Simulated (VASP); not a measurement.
A run of VASP 6.6.1:

Contents of INCAR:

```
SYSTEM = Ge
  PREC = Accurate
  ENCUT = 450
  EDIFF = 1E-7
  ISMEAR = 0
  SIGMA = 0.1
  LREAL = .False.
  LASPH = .True.
  NELM = 120
  ALGO = Normal
  ISIF = 2
  LWAVE = .False.
  LCHARG = .False.
  GGA = PS
  IBRION = 2
  NSW = 60
  EDIFFG = -0.002
  GGA_COMPAT = .False.
  NELMIN = 4
```

KPOINTS

```
regular mesh
0
Gamma
  12 12 12
  0 0 0
```

The input POSCAR:

```
Ge
1.0
    0.0000000000      2.7243507752      2.9059741602
    2.7243507752      0.0000000000      2.9059741602
    2.7243507752      2.7243507752      0.0000000000
Ge
2
Direct
    0.0000000000      0.0000000000      0.0000000000
    0.2500000000      0.2500000000      0.2500000000
```

Potentials or basis: VASP PAW PBE potentials, release 64 (Ge_d).

Launch:

```bash
$ cat potpaw_PBE.64/Ge_d/POTCAR > POTCAR
$ mpirun -np 1 vasp_std > vasp.out
```

Hardware: 1 thread of Intel(R) Xeon(R) 6975P-C (Granite Rapids), with other jobs on the host.

Task: Estimate the wall time of this run.

Result: It took 36 s on 1 thread of Intel(R) Xeon(R) 6975P-C (Granite Rapids), on a shared host, peak memory 0.21 GiB. Counts: scf iterations 12, k points 163, ion steps 1.
